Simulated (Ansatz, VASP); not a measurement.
**LiCl in VASP and in Ansatz**

```xyz
2
Lattice="3.2711 0.0000 0.0000 0.0000 3.2711 0.0000 0.0000 0.0000 3.2711" Properties=species:S:1:pos:R:3 pbc="T T T"
Li    0.0000    0.0000    0.0000
Cl    1.6356    1.6356    1.6356
```

Alike in both runs: task single point; functional PBEsol; dispersion D3(BJ); k mesh 6 × 6 × 6; no spin polarisation.

|  | VASP | Ansatz |
| --- | --- | --- |
| version | VASP 6.6.1 | Ansatz 0.2.0 |
| potentials or method | VASP PAW PBE potentials, release 64 (Li_sv, Cl) | plane waves |
| plane-wave cutoff (eV) | 750 | 420 |
| occupations | gaussian, width 0.01 eV | fixed |
| valence electrons in the cell | 10 | 10 |

Ansatz gave:

- gap on the k mesh at the Fermi level (eV): 4.26
- pressure (GPa): -2.9

Problem. Which values does VASP return?

Solution. gap on the k mesh at the Fermi level (eV): 4.27; pressure (GPa): -2.9.

VASP's potentials were made for PBE, not for PBEsol.
